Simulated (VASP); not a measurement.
# Ge (Cmcm) in VASP: single point with BLYP+D4

Aim: the single point of Ge with BLYP+D4.

All numbers are computed with VASP 6.6.1; they aren't measurements. Logs are shortened: lines on timing, memory, paths and dates and some standing lists are left out, and cuts for length are marked.

**1. The cell of the first run**

The structure is orthorhombic, space group Cmcm (No. 63). Conventional cell: a = 3.159 Å, b = 5.476 Å, c = 5.183 Å, α = 90.00°, β = 90.00°, γ = 90.00°. Within 4.1 Å of Ge (site symmetry m2m) lie 12 Ge at 3.13 to 3.26 Å.

**2. Single point, BLYP+D4**

The input, INCAR:

```
PREC = Accurate
ENCUT = 520
EDIFF = 1E-6
ISMEAR = -1
SIGMA = 0.05
LREAL = False
LASPH = True
NELM = 80
ALGO = Normal
ISIF = 2
LWAVE = False
LCHARG = False
GGA = B5
ALDAX = 1.0
AGGAX = 1.0
AGGAC = 1.0
ALDAC = 0.0
IVDW = 13
VDW_S6 = 1.0
VDW_S8 = 2.34076671
VDW_A1 = 0.44488865
VDW_A2 = 4.0933009
NBANDS = 21
```

The input, KPOINTS:

```
Automatic mesh
0
Gamma
  10 10 6
```

The input, POSCAR:

```
Ge
1.0
    1.5797322710     -2.7380781080      0.0000000000
    1.5797322710      2.7380781080      0.0000000000
    0.0000000000      0.0000000000      5.1828114796
Ge
2
Direct
    0.3187427656      0.6812572344      0.2500000000
    0.6812572344      0.3187427656      0.7500000000
```

Potentials or basis: VASP PAW PBE potentials, release 64 (Ge_d).

Launch:

```sh
cat potpaw_PBE.64/Ge_d/POTCAR > POTCAR
mpirun -np 1 vasp_std > vasp.out
```

OUTCAR:

```text
PREC = Accurate
   ENCUT = 520
   EDIFF = 1E-6
   ISMEAR = -1
   LREAL = False
   LASPH = True
   NELM = 80
   ISIF = 2
   GGA = B5
   IVDW = 13

 ion  position               nearest neighbor table
   1  0.319  0.681  0.250-
   2  0.681  0.319  0.750-

  LATTYP: Found a base centered orthorhombic cell.
 ALAT       =     3.1594645420
 B/A-ratio  =     1.7332545256
 C/A-ratio  =     1.6404081802

  Lattice vectors:

 A1 = (   1.5797322710,  -2.7380781080,   0.0000000000)
 A2 = (   1.5797322710,   2.7380781080,   0.0000000000)
 A3 = (   0.0000000000,   0.0000000000,   5.1828114796)

Analysis of symmetry for initial positions (statically):
=====================================================================
 Subroutine PRICEL returns:
 Original cell was already a primitive cell.

 Routine SETGRP: Setting up the symmetry group for a
 base centered orthorhombic supercell.

 Subroutine GETGRP returns: Found  8 space group operations
 (whereof  4 operations were pure point group operations)
 out of a pool of  8 trial point group operations.

The static configuration has the point symmetry C_2h.
 The point group associated with its full space group is D_2h.

Analysis of symmetry for dynamics (positions and initial velocities):
=====================================================================
 Subroutine PRICEL returns:
 Original cell was already a primitive cell.

 Routine SETGRP: Setting up the symmetry group for a
 base centered orthorhombic supercell.

 Subroutine GETGRP returns: Found  8 space group operations
 (whereof  4 operations were pure point group operations)
 out of a pool of  8 trial point group operations.

The dynamic configuration has the point symmetry C_2h.
 The point group associated with its full space group is D_2h.

 Subroutine INISYM returns: Found  8 space group operations
 (whereof  4 operations are pure point group operations),
 and found     1 'primitive' translations

----------------------------------------------------------------------------------------

                                     Primitive cell

  volume of cell :      44.8358

  direct lattice vectors                    reciprocal lattice vectors
     1.579732271 -2.738078108  0.000000000     0.316509328 -0.182609838  0.000000000
     1.579732271  2.738078108  0.000000000     0.316509328  0.182609838  0.000000000
     0.000000000  0.000000000  5.182811480     0.000000000  0.000000000  0.192945471

  length of vectors
     3.161111478  3.161111478  5.182811480     0.365410054  0.365410054  0.192945471

  position of ions in fractional coordinates (direct lattice)
     0.318742766  0.681257234  0.250000000
     0.681257234  0.318742766  0.750000000

  ion indices of the primitive-cell ions
   primitive index   ion index
                 1           1
                 2           2

----------------------------------------------------------------------------------------

 KPOINTS: Automatic mesh

Automatic generation of k-mesh.
 Grid dimensions read from file:
 generate k-points for:   10   10    6

 Generating k-lattice:

  Cartesian coordinates                     Fractional coordinates (reciprocal lattice)
     0.031650933 -0.018260984  0.000000000     0.100000000 -0.000000000  0.000000000
     0.031650933  0.018260984  0.000000000    -0.000000000  0.100000000  0.000000000
     0.000000000  0.000000000  0.032157578     0.000000000  0.000000000  0.166666667

  Length of vectors
     0.036541005  0.036541005  0.032157578

  Shift w.r.t. Gamma in fractional coordinates (k-lattice)
     0.000000000  0.000000000  0.000000000

 Subroutine IBZKPT returns following result:
 ===========================================

 Found    124 irreducible k-points:

 Following reciprocal coordinates:
            Coordinates               Weight
  0.000000  0.000000  0.000000      1.000000
  0.100000  0.000000  0.000000      4.000000
  0.200000  0.000000  0.000000      4.000000
  0.300000 -0.000000  0.000000      4.000000
  0.400000 -0.000000  0.000000      4.000000
  0.500000 -0.000000  0.000000      2.000000
[... 16 lines left out ...]
  0.300000  0.300000  0.000000      2.000000
  0.400000  0.300000  0.000000      4.000000
 [... further k-points ...]
   k-points           NKPTS =    124   k-points in BZ     NKDIM =    124   number of bands    NBANDS=     21
   number of dos      NEDOS =    301   number of ions     NIONS =      2
   total plane-waves  NPLWV =  23040
   dimension x,y,z NGX =    24 NGY =   24 NGZ =   40
   dimension x,y,z NGXF=    48 NGYF=   48 NGZF=   80
   ions per type =               2
   NGX,Y,Z   is equivalent  to a cutoff of  12.62, 12.62, 12.83 a.u.
   NGXF,Y,Z  is equivalent  to a cutoff of  25.24, 25.24, 25.66 a.u.
 SYSTEM =  unknown system
   PREC   = accura    normal or accurate (medium, high low for compatibility)
   ISTART =      0    job   : 0-new  1-cont  2-samecut
   ICHARG =      2    charge: 1-file 2-atom 10-const
   ISPIN  =      1    spin polarized calculation?
   LNONCOLLINEAR =      F non collinear calculations
   LSORBIT =      F    spin-orbit coupling
   LASPH  =      T    aspherical Exc in radial PAW
   ENCUT  =  520.0 eV  38.22 Ry    6.18 a.u.   5.88  5.88  9.64*2*pi/ulx,y,z
   NELM   =     80;   NELMIN=  2; NELMDL= -5     # of ELM steps
   EDIFF  = 0.1E-05   stopping-criterion for ELM
   LREAL  =      F    real-space projection
   EDIFFG = 0.1E-04   stopping-criterion for IOM
   NSW    =      0    number of steps for IOM
   IBRION =     -1    ionic relax: 0-MD 1-quasi-New 2-CG
   NFREE  =      0    steps in history (QN), initial steepest desc. (CG)
   ISIF   =      2    stress and relaxation
   ISYM   =      2    0-nonsym 1-usesym 2-fastsym
   POTIM  = 0.5000    time-step for ionic-motion
   TEBEG  =    0.0;   TEEND  =   0.0 temperature during run
   PSTRESS=    0.0 pullay stress
   NELECT =      28.0000    total number of electrons
   NUPDOWN=      -1.0000    fix difference up-down
   EMIN   =  10.00;   EMAX   =-10.00  energy-range for DOS
   EFERMI =   0.00;   METHOD = LEGACY
   ISMEAR =    -1;   SIGMA  =   0.05  broadening in eV -4-tet -1-fermi 0-gaus
   EFERMI_NEDOS =   21; number of points for ismear=-14 and -15
   IALGO  =     38    algorithm
   IMIX   =      4    mixing-type and parameters
     AMIX     =   0.40;   BMIX     =  1.00
     AMIX_MAG =   1.60;   BMIX_MAG =  1.00
  volume/ion in A,a.u.               =      22.42       151.28
  Fermi-wavevector in a.u.,A,eV,Ry     =   1.399327  2.644345 26.641793  1.958117
  Thomas-Fermi vector in A             =   2.522398
   LORBIT       =      0    0 simple, 1 ext, 2 COOP (PROOUT), +10 PAW based schemes
   GGA     = B5    functional components
   LHFCALC =     F    Hartree Fock is set to
   AEXX    =    0.0000 exact exchange contribution
   IVDW    =    13    specifies the selected vdW correction
   LEPSILON=     F    determine dielectric tensor
   LRPA    =     F    only Hartree local field effects (RPA)
 non-spin polarized calculation
  energy-cutoff  :      520.00
  volume of cell :       44.84
 maximum number of plane-waves:      1224
   NGX = 11   NGY = 11   NGZ = 19

 number of electron      28.0000002 magnetization

 Free energy of the ion-electron system (eV)
  ---------------------------------------------------
  ext. energy  EPLUGINS =         0.00000000
  ---------------------------------------------------
  free energy    TOTEN  =        -6.66165469 eV

  energy without entropy =       -6.65274802  energy(sigma->0) =       -6.65720136

 E-fermi :   5.5223     XC(G=0):  -9.8650

 val. band max:        5.4883409319   @ k =   0.5000   0.2000   0.1667
 cond. band min:       5.5547385363   @ k =   0.5000   0.5000   0.1667
 fundamental gap:      0.0663976044
 Fermi energy:         5.5223198928

 k-point     1 :       0.0000    0.0000    0.0000
  band No.  band energies     occupation
      1     -19.1966      2.00000
      2     -19.1944      2.00000
      3     -19.1902      2.00000
      4     -19.1849      2.00000
      5     -19.1848      2.00000
      6     -19.1847      2.00000
[... 13 lines left out ...]
     20      17.7295      0.00000
     21      18.1983      0.00000

 k-point     2 :       0.1000    0.0000    0.0000
  band No.  band energies     occupation
      1     -19.1977      2.00000
      2     -19.1912      2.00000
      3     -19.1879      2.00000
      4     -19.1845      2.00000
      5     -19.1822      2.00000
      6     -19.1802      2.00000
[... 13 lines left out ...]
     20      17.4331      0.00000
     21      18.9492      0.00000

 k-point     3 :       0.2000    0.0000    0.0000
  band No.  band energies     occupation
      1     -19.2040      2.00000
      2     -19.1883      2.00000
      3     -19.1865      2.00000
      4     -19.1819      2.00000
      5     -19.1735      2.00000
      6     -19.1734      2.00000
[... 13 lines left out ...]
     20      17.3010      0.00000
     21      18.1867      0.00000

 k-point     4 :       0.3000   -0.0000    0.0000
  band No.  band energies     occupation
      1     -19.2119      2.00000
      2     -19.1920      2.00000
      3     -19.1901      2.00000
      4     -19.1800      2.00000
      5     -19.1716      2.00000
      6     -19.1577      2.00000
[... 13 lines left out ...]
     20      16.3640      0.00000
     21      17.3674      0.00000

 k-point     5 :       0.4000   -0.0000    0.0000
  band No.  band energies     occupation
      1     -19.2181      2.00000
      2     -19.1968      2.00000
      3     -19.1923      2.00000
      4     -19.1852      2.00000
      5     -19.1635      2.00000
      6     -19.1631      2.00000
[... 13 lines left out ...]
     20      15.9708      0.00000
     21      16.8461      0.00000
[... 382 lines left out ...]
     20      15.4802      0.00000
     21      18.1203      0.00000

 k-point    22 :      -0.2000    0.2000    0.0000
  band No.  band energies     occupation
      1     -19.2045      2.00000
      2     -19.1896      2.00000
      3     -19.1851      2.00000
      4     -19.1838      2.00000
      5     -19.1764      2.00000
      6     -19.1717      2.00000
[... 13 lines left out ...]
     20      16.7549      0.00000
     21      18.1954      0.00000

 k-point    23 :       0.3000    0.3000    0.0000
  band No.  band energies     occupation
      1     -19.2055      2.00000
      2     -19.1824      2.00000
      3     -19.1792      2.00000
      4     -19.1791      2.00000
      5     -19.1697      2.00000
      6     -19.1597      2.00000
[... 13 lines left out ...]
     20      19.9705      0.00000
     21      20.1186      0.00000

 k-point    24 :       0.4000    0.3000    0.0000
  band No.  band energies     occupation
      1     -19.2066      2.00000
      2     -19.1817      2.00000
      3     -19.1798      2.00000
      4     -19.1776      2.00000
      5     -19.1711      2.00000
      6     -19.1608      2.00000
[... 13 lines left out ...]
     20      19.7428      0.00000
     21      20.4346      0.00000

 [... further k-points ...]

------------------------ aborting loop because EDIFF is reached ----------------------------------------

  DFT-D4 for vdW energy calculation

  Edisp (eV):   -1.86009

  FORCE on cell =-STRESS in cart. coord.  units (eV):
  Direction    XX          YY          ZZ          XY          YZ          ZX
  --------------------------------------------------------------------------------------
  -------------------------------------------------------------------------------------
  Total       0.00293     0.00299     0.00316     0.00000    -0.00000     0.00000
  in kB       0.10465     0.10687     0.11281     0.00000    -0.00000     0.00000
  external pressure =        0.11 kB  Pullay stress =        0.00 kB

 VOLUME and BASIS-vectors are now :
 -----------------------------------------------------------------------------
  energy-cutoff  :      520.00
  volume of cell :       44.84
      direct lattice vectors                 reciprocal lattice vectors
     1.579732271 -2.738078108  0.000000000     0.316509328 -0.182609838  0.000000000
     1.579732271  2.738078108  0.000000000     0.316509328  0.182609838  0.000000000
     0.000000000  0.000000000  5.182811480     0.000000000  0.000000000  0.192945471

 POSITION                                       TOTAL-FORCE (eV/Angst)
 -----------------------------------------------------------------------------------
      1.57973      0.99259      1.29570         0.000000      0.000289     -0.000000
      1.57973     -0.99259      3.88711         0.000000     -0.000289      0.000000
 -----------------------------------------------------------------------------------
    total drift:                                0.000000      0.000000     -0.000000

  FREE ENERGIE OF THE ION-ELECTRON SYSTEM (eV)
  ---------------------------------------------------
  free  energy   TOTEN  =        -8.5217431561 eV

  energy  without entropy=       -8.5128364861  energy(sigma->0) =       -8.51728982
```

It took 30 s on 1 thread of Intel Xeon 6975P-C (Granite Rapids), shared host; peak memory 0.21 GiB.

What came out:

```
Free energy                : -8.5217 eV
Pressure                   : 0.0 GPa
Band gap on the k mesh     : zero (bands 14 and 15 overlap by 7.16 eV)
Dispersion energy per atom : -0.930 eV
```

Caveat: the PAW data sets were made with another functional, which shifts forces and pressure a little.
